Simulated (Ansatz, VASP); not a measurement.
**Sb: VASP beside Ansatz**

File INCAR:

```
SYSTEM = Sb
ALGO     = Normal         ! electronic algorithm
EDIFF    = 1E-6           ! SCF threshold, eV
ENCUT    = 520            ! plane-wave cutoff, eV
GGA      = PE             ! functional
ISIF     = 2              ! what is computed and relaxed
ISMEAR   = -1             ! smearing method
LASPH    = .True.         ! aspherical terms in the spheres
LCHARG   = .True.         ! write CHGCAR
LELF     = .True.         ! ELF
LREAL    = .False.        ! projectors in reciprocal space
LVHAR    = .True.       
LWAVE    = .False.        ! write WAVECAR
NBANDS   = 8              ! bands
NELM     = 100            ! most SCF steps
PREC     = Accurate       ! precision mode
SIGMA    = 0.05           ! smearing width, eV
```

KPOINTS

```
k-points
0
Gamma
  19 19 19
  0 0 0
```

The input POSCAR:

```
Sb
1.0
   -1.5351000000      1.5351000000      2.4800000000
    1.5351000000     -1.5351000000      2.4800000000
    1.5351000000      1.5351000000     -2.4800000000
Sb
1
Direct
    0.0000000000      0.0000000000      0.0000000000
```

Input for Ansatz:

```yaml
crystal:
  lattice:
    - [-1.5351, 1.5351, 2.48]
    - [1.5351, -1.5351, 2.48]
    - [1.5351, 1.5351, -2.48]
  atoms:
    - { symbol: Sb, position: [0.0, 0.0, 0.0] }
kpoints:
  mp_grid: { grid: [19, 19, 19] }
  band_path:
    path:
      - [0.0, 0.0, 0.0]
      - [0.0, 0.0, 0.5]
      - [0.25, 0.25, 0.25]
      - [0.0, 0.5, 0.0]
      - [0.0, 0.0, 0.0]
      - [0.5, 0.5, -0.5]
      - [0.345787754, 0.654212246, -0.345787754]
      - [-0.345787754, 0.345787754, 0.345787754]
      - [0.0, 0.0, 0.0]
    npoints: 5
scf:
  occupations: { method: fermi_dirac, width: 0.05 }
hamiltonian:
  xc: pbe
  pseudopotentials: { kind: all_electron, lapw: { basis_error: 0.00025 } }
output:
  forces: true
  stress: true
  eigenvalues: true
```

Change from the starting cell: equal xx and yy strain of +2 %.

Alike in both runs: task single point; functional PBE; k mesh 19 × 19 × 19; occupations fermi-dirac, width 0.05 eV; no spin polarisation.

|  | VASP | Ansatz |
| --- | --- | --- |
| version | VASP 6.6.1 | Ansatz 0.2.0 |
| potentials or method | VASP PAW PBE potentials, release 64 (Sb), cutoff 520 eV | all-electron LAPW, scalar-relativistic |

```tsv
	VASP	Ansatz	Ansatz less VASP
pressure (GPa)	14.0	14.1	+0.09
traceless stress, the component that is largest in VASP (GPa)	-0.18	-0.13	+0.049
```

Ansatz ran all-electron here, and VASP with PAW potentials.

Neither program's run includes spin-orbit coupling.
